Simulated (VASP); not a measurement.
Write the native input for VASP 6.6.1 that does the following.

* Task: relaxation of cell and atoms
* Functional: LDA
* Potentials or basis: VASP PAW LDA potentials, release 64 (Ta_pv, N)
* Cutoff: 600 eV
* k mesh: 18 × 18 × 14
* Occupations: gaussian, width 0.1 eV
* Spin: no spin polarisation
* Dipole correction: no
* Further INCAR settings: ALGO = Normal; EDIFF = 1e-07; IBRION = 2; EDIFFG = -0.005; NSW = 100; ISIF = 3

The structure of TaN lies in POSCAR:

```
TaN
1.0
    2.9050812093      0.0000000000      0.0000000000
   -1.4525406046      2.5158741273      0.0000000000
    0.0000000000      0.0000000000      2.8555203285
Ta N
1 1
Direct
    0.3333333333      0.6666666667      0.5000000000
    0.0000000000      0.0000000000      0.0000000000
```

The input as run:

INCAR

```
PREC     = Accurate       # precision mode
ENCUT    = 600            # plane-wave cutoff, eV
EDIFF    = 1E-7           # SCF threshold, eV
ISMEAR   = 0              # smearing method
SIGMA    = 0.1            # smearing width, eV
LREAL    = False          # projectors in reciprocal space
LASPH    = True           # aspherical terms in the spheres
NELM     = 80             # most SCF steps
ALGO     = Normal         # electronic algorithm
ISIF     = 3              # what is computed and relaxed
LWAVE    = False          # write WAVECAR
LCHARG   = False          # write CHGCAR
IBRION   = 2              # ionic algorithm
NSW      = 100            # ionic steps
EDIFFG   = -0.005         # ionic threshold
```

KPOINTS

```
Automatic mesh
0
Gamma
  18 18 14
```

Potentials or basis: VASP PAW LDA potentials, release 64 (Ta_pv, N).

Command:

```bash
$ cat potpaw_LDA.64/Ta_pv/POTCAR potpaw_LDA.64/N/POTCAR > POTCAR
$ mpirun -np 1 vasp_std > vasp.out
```

Results of the run:

```json
{"Relaxed volume": "10.49 Å³/atom", "Relaxed cell": "a = 2.912 Å, b = 2.912 Å, c = 2.856 Å, α = 90.00°, β = 90.00°, γ = 120.00°", "Space group after relaxing (to 0.1 Å)": "P-6m2 (No. 187)", "Energy gained by relaxing": "0.3 meV/atom", "Ionic steps": "5", "Pressure after relaxing": "0.0 GPa", "Band gap on the k mesh": "zero (bands 8 and 9 overlap by 0.37 eV)"}
```

Caveat: spin-orbit coupling is left out, which moves the levels of the heavy elements.

It took 4.5 min on 1 thread of Intel Xeon 8259CL, on a shared host, peak memory 0.23 GiB.
